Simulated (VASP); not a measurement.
Input of a VASP 6.6.1 run:

POSCAR

```
AlAs
1.0
    0.0000000000      2.8946045107      2.8946045107
    2.8946045107      0.0000000000      2.8946045107
    2.8946045107      2.8946045107      0.0000000000
Al As
1 1
Direct
    0.0000000000      0.0000000000      0.0000000000
    0.2500000000      0.2500000000      0.2500000000
```

File INCAR.step1:

```
PREC = Accurate
ENCUT = 550
ISMEAR = 0
SIGMA = 0.01
LREAL = F
LASPH = T
NELM = 120
NBANDS = 11
GGA = PE
ALGO = Normal
EDIFF = 1E-5
LWAVE = T
LCHARG = F
GGA_COMPAT = F
```

INCAR.step2

```
PREC = Accurate
ENCUT = 550
EDIFF = 1E-6
ISMEAR = 0
SIGMA = 0.01
LREAL = F
LASPH = T
NELM = 120
ALGO = Normal
ISIF = 2
LWAVE = F
LCHARG = T
METAGGA = R2SCAN
LMIXTAU = T
LELF = T
LVHAR = T
NBANDS = 11
ISTART = 1
GGA_COMPAT = F
```

File KPOINTS:

```
Automatic mesh
0
Gamma
  6 6 6
```

Potentials or basis: VASP PAW PBE potentials, release 64 (Al, As).

The run is started by

```console
$ cat potpaw_PBE.64/Al/POTCAR potpaw_PBE.64/As/POTCAR > POTCAR
$ cp INCAR.step1 INCAR
$ mpirun -np 1 vasp_std > vasp.out
$ cp INCAR.step2 INCAR
$ mpirun -np 1 vasp_std > vasp.out
```

(1) What does it give for the band gap on the k mesh?

(2) Predict the pressure.

Answers

(1) 1.89 eV (least direct gap 2.14 eV).

(2) -4.0 GPa.

Caveat: the cell stands under tension; the PAW data sets were made with another functional, which shifts forces and pressure a little.
